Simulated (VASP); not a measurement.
Runs of VASP 6.6.1 on Al. The structure is that of space group Cmme (No. 67), or close to it. The cells are those of the table. 

```tsv
cell	further INCAR settings	gap on the mesh (eV)	pressure (GPa)	largest force (eV/Å)
a = 2.782, b = 2.782, c = 10.087 Å, angles 90.0, 90.0, 109.5°, 4 atoms	ALGO = Fast; EDIFF = 1e-07; NBANDS = 14	none	-2.4	0.47
a = 2.782, b = 2.782, c = 10.587 Å, angles 90.0, 90.0, 109.5°, 4 atoms	ALGO = Fast; EDIFF = 1e-07; NBANDS = 14	none	(a)	0.33
a = 2.782, b = 2.782, c = 9.837 Å, angles 90.0, 90.0, 109.5°, 4 atoms	ALGO = Fast; EDIFF = 1e-07; NBANDS = 14	none	-2.3	0.53
a = 2.782, b = 2.782, c = 15.087 Å, angles 90.0, 90.0, 109.5°, 4 atoms	ALGO = Fast; EDIFF = 1e-06; NBANDS = 14	none	-	0.12
```

Alike in all rows: task single point; level PBEsol; potentials or basis VASP PAW PBE potentials, release 64 (Al); no spin polarisation; k mesh 22 × 22 × 7; cutoff (eV) 520; smearing gaussian 0.15 eV.

**Question.** Estimate the missing entries.

**Answer.** (a) -2.2.

Caveats: the PAW data sets were made with another functional, which shifts forces and pressure a little; there is no dipole correction, which matters where the two faces differ (at least some runs).

A gap of «none» marks levels without a gap at the run's occupations.
